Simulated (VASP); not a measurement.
A run of VASP 6.6.1 is set up as follows.

INCAR

```
PREC = Accurate
ENCUT = 520
EDIFF = 1E-6
ISMEAR = -1
SIGMA = 0.1
LREAL = False
LASPH = True
NELM = 80
ALGO = Normal
ISIF = 2
LWAVE = False
LCHARG = True
LELF = True
LVHAR = True
NBANDS = 12
```

Contents of KPOINTS:

```
Automatic mesh
0
Gamma
  18 18 18
```

The input POSCAR:

```
Cu
1.0
   -1.4341851375      1.4341851375      1.4341851375
    1.4341851375     -1.4341851375      1.4341851375
    1.4341851375      1.4341851375     -1.4341851375
Cu
1
Direct
    0.0000000000      0.0000000000      0.0000000000
```

Potentials or basis: VASP PAW LDA potentials, release 64 (Cu).

Launch:

```bash
$ cat potpaw_LDA.64/Cu/POTCAR > POTCAR
$ mpirun -np 1 vasp_std > vasp.out
```

(1) Predict the pressure.

## Answers

(1) -10.9 GPa.
